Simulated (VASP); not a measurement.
The system is I.

```
CELL_PARAMETERS angstrom
0.00000 4.30003 5.44766
2.21753 0.00000 5.44766
2.21753 4.30003 0.00000
ATOMIC_POSITIONS crystal
I 0.37150 0.37150 0.62850
I 0.62850 0.62850 0.37150
```

* Program: VASP 6.6.1
* Task: relaxation of cell and atoms
* Functional: PBE
* Potentials or basis: VASP PAW PBE potentials, release 64 (I)
* Cutoff: 600 eV
* k mesh: 10 × 10 × 10
* Occupations: gaussian, width 0.01 eV
* Spin: no spin polarisation

At the start: pressure 0.0 GPa; volume 51.95 Å³/atom.

Question: Where does the relaxation end?

Answer: Over 26 steps the energy falls by 3.2 meV/atom and the volume is 55.08 Å³/atom (+6.0 %); space group Fmmm (No. 69, to 0.1 Å) before and after.

The path:
```csv
step,energy change (eV),largest force (eV/Å),pressure (GPa),volume (Å³)
1,0.0000,0.0604,0.04,103.89
2,-0.0008,0.0204,-0.04,104.08
3,-0.0012,0.0294,-0.13,104.29
4,-0.0016,0.0302,-0.10,104.25
5,-0.0026,0.0319,-0.03,104.11
6,-0.0031,0.0384,0.14,103.84
7,-0.0032,0.0365,0.10,103.90
8,-0.0034,0.0395,0.08,104.08
9,-0.0039,0.0485,0.06,104.62
10,-0.0045,0.0656,0.00,105.70
11,-0.0049,0.0443,0.05,105.95
12,-0.0052,0.0090,0.16,106.53
13,-0.0054,0.0162,0.15,106.92
14,-0.0057,0.0375,0.13,108.11
15,-0.0056,0.0797,0.09,110.49
16,-0.0058,0.0539,0.11,109.03
17,-0.0060,0.0234,0.04,109.35
18,-0.0060,0.0131,0.00,109.46
19,-0.0060,0.0149,0.00,109.44
20,-0.0061,0.0124,0.01,109.52
21,-0.0063,0.0039,0.00,109.76
22,-0.0064,0.0129,0.01,110.25
23,-0.0064,0.0110,0.00,110.18
24,-0.0064,0.0033,0.01,109.97
25,-0.0064,0.0087,0.02,110.13
26,-0.0064,0.0100,0.01,110.17
```

Final structure:
```
CELL_PARAMETERS angstrom
0.00000 4.65046 5.45647
2.17080 0.00000 5.45647
2.17080 4.65046 0.00000
ATOMIC_POSITIONS crystal
I 0.37090 0.37090 0.62910
I 0.62910 0.62910 0.37090
```
